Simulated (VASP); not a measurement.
Write the native input for VASP 6.6.1 that does the following.

```
Task                   : single point
Functional             : LDA
Potentials or basis    : VASP PAW LDA potentials, release 64 (K_sv, I)
Cutoff                 : 520 eV
k mesh                 : 6 × 6 × 6
Occupations            : gaussian, width 0.05 eV
Spin                   : no spin polarisation
Dipole correction      : no
Further INCAR settings : ALGO = Normal; EDIFF = 1e-06; NBANDS = 15
```

The structure of KI lies in POSCAR:

```
KI
1.0
    0.0000000000      3.2744937442      3.4109309835
    3.2744937442      0.0000000000      3.4109309835
    3.2744937442      3.2744937442      0.0000000000
K I
1 1
Direct
   -0.0579313979     -0.0579313979      0.0579313979
    0.5178482222      0.5178482222      0.4821517778
```

This cell differs from its parent crystal: atoms displaced along a vibrational mode, the cell strained.

These files were run (other wordings do the same):

INCAR

```
SYSTEM = KI
PREC = Accurate
ENCUT = 520
EDIFF = 1E-6
ISMEAR = 0
SIGMA = 0.05
LREAL = .False.
LASPH = .True.
NELM = 100
ALGO = Normal
ISIF = 2
LWAVE = .False.
LCHARG = .False.
NBANDS = 15
```

KPOINTS

```
regular mesh
0
Gamma
  6 6 6
  0 0 0
```

Potentials or basis: VASP PAW LDA potentials, release 64 (K_sv, I).

Run with:

```console
$ cat potpaw_LDA.64/K_sv/POTCAR potpaw_LDA.64/I/POTCAR > POTCAR
$ mpirun -np 1 vasp_std > vasp.out
```

Results of the run:

| Item | Value |
| --- | --- |
| Pressure | 3.5 GPa |
| Largest force | 1.293 eV/Å |
| Band gap on the k mesh | 4.17 eV |

Caveat: the cell differs from its parent crystal (atoms displaced along a vibrational mode, the cell strained); the cell stands under pressure; spin-orbit coupling is left out, which moves the levels of the heavy elements; forces of over 1 eV/Å act on the atoms, so gaps and moduli don't describe the material at rest.

Run time: 80 s on 1 thread of Intel Xeon 8259CL, on a shared host, peak memory 0.19 GiB.
